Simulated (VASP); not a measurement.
The system is Mg.

```
CELL_PARAMETERS angstrom
0.00000 2.26500 2.26500
2.26500 0.00000 2.26500
2.26500 2.26500 0.00000
ATOMIC_POSITIONS crystal
Mg 0.00000 0.00000 0.00000
```

This isn't the form of Mg at room conditions, which is hcp.

* Program: VASP 6.6.1
* Task: relaxation of cell and atoms
* Functional: r2SCAN
* Potentials or basis: VASP PAW PBE potentials, release 64 (Mg)
* Cutoff: 660 eV
* k mesh: 7 × 7 × 7
* Occupations: fermi-dirac, width 0.05 eV
* Spin: no spin polarisation

At the start: pressure -1.0 GPa; volume 23.24 Å³/atom.

**Question.** Where does the relaxation end?

**Answer.** Over 3 steps the energy falls by 2.2 meV/atom and the volume is 22.61 Å³/atom (-2.7 %); space group Fm-3m (No. 225, to 0.1 Å) before and after.

Step by step:
```csv
step,energy change (eV),largest force (eV/Å),pressure (GPa),volume (Å³)
1,0.0000,0.0000,-1.05,23.24
2,-0.0021,0.0000,-0.23,22.73
3,-0.0022,0.0000,-0.01,22.61
```

Final structure:
```cif
data_structure
_symmetry_space_group_name_H-M 'P 1'
_symmetry_Int_Tables_number 1
_cell_length_a 3.1740
_cell_length_b 3.1740
_cell_length_c 3.1740
_cell_angle_alpha 60.000
_cell_angle_beta 60.000
_cell_angle_gamma 60.000
_cell_volume 22.61
loop_
_atom_site_label
_atom_site_type_symbol
_atom_site_fract_x
_atom_site_fract_y
_atom_site_fract_z
_atom_site_occupancy
Mg1 Mg 0.00000 0.00000 0.00000 1
```

Caveat: the PAW data sets were made with another functional, which shifts forces and pressure a little.
